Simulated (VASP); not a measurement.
Set up this calculation in VASP 6.6.1, as the native input.

```
Task                   : single point
Functional             : PBE
Potentials or basis    : VASP PAW PBE potentials, release 64 (Si, W_sv, S, N)
Cutoff                 : 520 eV
k mesh                 : 10 × 10 × 8
Occupations            : gaussian, width 0.1 eV
Spin                   : no spin polarisation
Dipole correction      : no
Further INCAR settings : ALGO = Normal; EDIFF = 1e-06; NBANDS = 25
```

The structure of SiWSN2 lies in POSCAR:

```
SiWSN2
1.0
    3.5501943166      0.0000000000      0.0000000000
    0.0000000000      3.5501943166      0.0000000000
    0.0000000000      0.0000000000      4.5847151473
Si W S N
1 1 1 2
Direct
    0.0000000000      0.0000000000      0.0000000000
    0.5000000000      0.5000000000      0.5000000000
    0.0000000000      0.0000000000      0.5000000000
    0.5000000000      0.0000000000      0.0000000000
    0.0000000000      0.5000000000      0.0000000000
```

One way to write it, as run:

INCAR

```
PREC     = Accurate       # precision mode
ENCUT    = 520            # plane-wave cutoff, eV
EDIFF    = 1E-6           # SCF threshold, eV
ISMEAR   = 0              # smearing method
SIGMA    = 0.1            # smearing width, eV
LREAL    = False          # projectors in reciprocal space
LASPH    = True           # aspherical terms in the spheres
NELM     = 100            # most SCF steps
ALGO     = Normal         # electronic algorithm
ISIF     = 2              # what is computed and relaxed
LWAVE    = False          # write WAVECAR
LCHARG   = False          # write CHGCAR
GGA      = PE             # functional
NBANDS   = 25             # bands
```

KPOINTS

```
regular mesh
0
Gamma
  10 10 8
```

Potentials or basis: VASP PAW PBE potentials, release 64 (Si, W_sv, S, N).

Command:

```console
$ cat potpaw_PBE.64/Si/POTCAR potpaw_PBE.64/W_sv/POTCAR potpaw_PBE.64/S/POTCAR potpaw_PBE.64/N/POTCAR > POTCAR
$ mpirun -np 1 vasp_std > vasp.out
```

Results of the run:

```json
{"Pressure": "0.0 GPa", "Band gap on the k mesh": "zero (band 17 reaches 10.33 eV, above the bottom of band 18 at 8.66 eV)"}
```

Caveat: spin-orbit coupling is left out, which moves the levels of the heavy elements.

Run time: 110 s on 1 thread of Intel(R) Xeon(R) Platinum 8375C CPU @ 2.90GHz (Ice Lake), with other jobs on the host, peak memory 0.29 GiB.
